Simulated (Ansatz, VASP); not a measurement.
Two plane-wave programs on Ca

```
CELL_PARAMETERS angstrom
0.00000 2.67145 2.67145
2.67145 0.00000 2.67145
2.67145 2.67145 0.00000
ATOMIC_POSITIONS crystal
Ca 0.00000 0.00000 0.00000
```

Alike in both runs: task single point; functional LDA; k mesh 10 × 10 × 10; no spin polarisation.

|  | VASP | Ansatz |
| --- | --- | --- |
| version | VASP 6.6.1 | Ansatz 0.2.0 |
| potentials or method | VASP PAW LDA potentials, release 64 (Ca_sv), cutoff 520 eV | plane waves (420 eV) with PAW, scalar-relativistic |
| occupations | methfessel-paxton of order 1, width 1 eV | cold, width 1 eV |
| valence electrons in the cell | 10 | 10 |

Ansatz gave:

- pressure (GPa): 0.2

Task: Estimate VASP's values.

Result: Pressure (GPa): 0.0.

Ansatz warns that its potentials were made for another functional, while VASP's fit it. LDA's correlation is that of Perdew and Zunger in VASP and of Perdew and Wang (1992) in Ansatz.
